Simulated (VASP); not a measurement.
Set up this calculation in VASP 6.6.1, as the native input.

```
Task                   : single point
Functional             : PBE
Potentials or basis    : VASP PAW PBE potentials, release 64 (Cd, Te)
Cutoff                 : 520 eV
k mesh                 : 1 × 1 × 13
Occupations            : gaussian, width 0.05 eV
Spin                   : collinear spin
Starting moments       : [0.5, 0.5] μB
Dipole correction      : no
Further INCAR settings : ALGO = Normal; EDIFF = 1e-06; NBANDS = 20
```

The structure of CdTe lies in POSCAR:

```
CdTe
1.0
    9.0000000000      0.0000000000      0.0000000000
    0.0000000000      9.3000000000      0.0000000000
    0.0000000000      0.0000000000      5.1577320350
Cd Te
1 1
Direct
    0.5000000000      0.5000000000      0.0000000000
    0.5000000000      0.5000000000      0.4650000000
```

These files were run (other wordings do the same):

INCAR

```
SYSTEM = CdTe
PREC = Accurate
ENCUT = 520
EDIFF = 1E-6
ISMEAR = 0
SIGMA = 0.05
LREAL = .False.
LASPH = .True.
NELM = 150
ALGO = Normal
ISIF = 2
LWAVE = .False.
LCHARG = .False.
ISPIN = 2
MAGMOM = 0.5 0.5
LORBIT = 11
GGA = PE
NBANDS = 20
```

KPOINTS

```
Automatic mesh
0
Gamma
  1 1 13
  0 0 0
```

Potentials or basis: VASP PAW PBE potentials, release 64 (Cd, Te).

Launch:

```console
$ cat potpaw_PBE.64/Cd/POTCAR potpaw_PBE.64/Te/POTCAR > POTCAR
$ mpirun -np 1 vasp_std > vasp.out
```

Results of the run:

```
Largest force                                         : 3.122 eV/Å
Net moment                                            : 0.07 μB per cell
Site moments                                          : Cd +0.01; Te +0.03 μB
Valence electrons inside the program's atomic spheres : Cd 10.31; Te 3.44
```

Run time: 100 s on 1 thread of Intel(R) Xeon(R) 6975P-C (Granite Rapids) (shared host), peak memory 0.64 GiB.
